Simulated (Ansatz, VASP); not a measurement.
# Ba: VASP beside Ansatz

Contents of INCAR:

```
SYSTEM = Ba
  ALGO = Normal
  EDIFF = 1E-6
  EDIFFG = -0.02
  ENCUT = 600
  GGA = PE
  IBRION = 2
  ISIF = 3
  ISMEAR = 0
  LASPH = .True.
  LCHARG = .False.
  LREAL = .False.
  LWAVE = .False.
  NELM = 100
  NSW = 90
  PREC = Accurate
  SIGMA = 0.1
```

KPOINTS

```
k-points
0
Gamma
  10 10 10
  0 0 0
```

POSCAR

```
Ba
1.0
    0.0000000000      3.2326650028      3.2326650028
    3.2326650028      0.0000000000      3.2326650028
    3.2326650028      3.2326650028      0.0000000000
Ba
1
Direct
    0.0000000000      0.0000000000      0.0000000000
```

Input for Ansatz:

```yaml
crystal:
  lattice:
    - [0.0, 3.2326650028, 3.2326650028]
    - [3.2326650028, 0.0, 3.2326650028]
    - [3.2326650028, 3.2326650028, 0.0]
  atoms:
    - { symbol: Ba, position: [0.0, 0.0, 0.0] }
basis:
  ecutwfc: 420
kpoints:
  mp_grid: { grid: [10, 10, 10] }
hamiltonian:
  xc: pbe
scf:
  occupations: { method: gaussian, width: 0.1 }
output:
  forces: true
  stress: true
  eigenvalues: true
relax:
  adjacent_minimum: "off"
  f_tol: 0.02
  max_steps: 70
  cell: { stress_tol: 0.1 }
```

Alike in both runs: task relaxation of cell and atoms; functional PBE; k mesh 10 × 10 × 10; occupations gaussian, width 0.1 eV; no spin polarisation.

```csv
,VASP,Ansatz
version,VASP 6.6.1,Ansatz 0.2.0
potentials or method,"VASP PAW PBE potentials, release 64 (Ba_sv), cutoff 600 eV","scalar-relativistic, plane waves, PAW"
valence electrons in the cell,10,10
```

Ansatz gave:

```
gap on the k mesh at the Fermi level, each at its own relaxed structure (eV) : none
relaxed volume (Å³/atom)                                                     : 64.50
relaxed cell length with the largest relative difference (Å)                 : 4.501
```

Problem. Which values does VASP return?

Solution. gap on the k mesh at the Fermi level, each at its own relaxed structure (eV): none; relaxed volume (Å³/atom): 64.71; relaxed cell length with the largest relative difference (Å): 4.506.

A gap of «none» marks a metal or a gap that the smearing closes.

Neither program's run includes spin-orbit coupling.
